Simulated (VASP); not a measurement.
A run of VASP 6.6.1 is set up as follows.

File INCAR:

```
SYSTEM = RbBr
PREC = Accurate ; ENCUT = 520
EDIFF = 1E-6 ; ISMEAR = -1
SIGMA = 0.02 ; LREAL = .False.
LASPH = .True. ; NELM = 80
ALGO = Normal ; ISIF = 2
LWAVE = .False. ; LCHARG = .False.
GGA = PE ; NBANDS = 15
```

File KPOINTS:

```
Automatic mesh
0
Gamma
  6 6 6
  0 0 0
```

File POSCAR:

```
RbBr
1.0
    0.0000000000      3.4608261073      3.4608261073
    3.2708267540      0.0000000000      3.4608261073
    3.2708267540      3.4608261073      0.0000000000
Rb Br
1 1
Direct
    0.0000000000      0.0000000000      0.0000000000
    0.5000000000      0.5000000000      0.5000000000
```

Potentials or basis: VASP PAW PBE potentials, release 64 (Rb_sv, Br).

Launch:

```bash
$ cat potpaw_PBE.64/Rb_sv/POTCAR potpaw_PBE.64/Br/POTCAR > POTCAR
$ mpirun -np 1 vasp_std > vasp.out
```

**Question.** What does it give for the band gap on the k mesh?

**Answer.** 4.36 eV, direct.

**Question.** What does it give for the pressure?

**Answer.** 1.7 GPa.

Stress tensor (GPa, compression positive):
```
3.32 0.00 0.00
0.00 0.86 0.00
0.00 0.00 0.86
```

Caveat: the cell differs from its parent crystal (uniaxial x strain -5.5%).
